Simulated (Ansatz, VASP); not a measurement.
**Ge3Pt: VASP beside Ansatz**

INCAR

```
PREC = Accurate ; ENCUT = 600
EDIFF = 1E-7 ; ISMEAR = 0
SIGMA = 0.1 ; LREAL = False
LASPH = True ; NELM = 80
ALGO = Normal ; ISIF = 3
LWAVE = False ; LCHARG = False
GGA = PE ; IBRION = 2
NSW = 100 ; EDIFFG = -0.01
```

Contents of KPOINTS:

```
Automatic mesh
0
Gamma
  12 12 12
```

File POSCAR:

```
Ge3Pt
1.0
    0.0000000000      3.2768612197      3.2768612197
    3.2768612197      0.0000000000      3.2768612197
    3.2768612197      3.2768612197      0.0000000000
Ge Pt
3 1
Direct
    0.2500000000      0.2500000000      0.2500000000
    0.7500000000      0.7500000000      0.7500000000
    0.5000000000      0.5000000000      0.5000000000
    0.0000000000      0.0000000000      0.0000000000
```

Input for Ansatz:

```yaml
crystal:
  lattice:
    - [0.0, 3.2768612197, 3.2768612197]
    - [3.2768612197, 0.0, 3.2768612197]
    - [3.2768612197, 3.2768612197, 0.0]
  atoms:
    - { symbol: Ge, position: [0.25, 0.25, 0.25] }
    - { symbol: Ge, position: [0.75, 0.75, 0.75] }
    - { symbol: Ge, position: [0.5, 0.5, 0.5] }
    - { symbol: Pt, position: [0.0, 0.0, 0.0] }
basis:
  ecutwfc: 420
kpoints:
  mp_grid: { grid: [12, 12, 12] }
hamiltonian:
  xc: pbe
scf:
  occupations: { method: gaussian, width: 0.1 }
output:
  forces: true
  stress: true
  eigenvalues: true
relax:
  adjacent_minimum: "off"
  f_tol: 0.01
  max_steps: 80
  cell: { stress_tol: 0.05 }
```

Change from the starting cell: species swapped into the Tc3Ge type (Fm-3m, No. 225).

Alike in both runs: task relaxation of cell and atoms; functional PBE; k mesh 12 × 12 × 12; occupations gaussian, width 0.1 eV; no spin polarisation.

|  | VASP | Ansatz |
| --- | --- | --- |
| version | VASP 6.6.1 | Ansatz 0.2.0 |
| potentials or method | VASP PAW PBE potentials, release 64 (Ge_d, Pt), cutoff 600 eV | scalar-relativistic, plane waves, PAW |
| valence electrons in the cell | 52 | 60 |

|  | VASP | Ansatz | Ansatz less VASP |
| --- | --- | --- | --- |
| gap on the k mesh at the Fermi level, each at its own relaxed structure (eV) | none | none | - |
| relaxed volume (Å³/atom) | 17.71 | 17.70 | -0.006 |
| relaxed cell length with the largest relative difference (Å) | 4.644 | 4.644 | -0.0005 |

A gap of «none» marks a metal or a gap that the smearing closes. VASP's potentials hold 52 valence electrons a cell and Ansatz's 60, so a difference there can come from the potentials and not from the codes.

Neither program's run includes spin-orbit coupling.
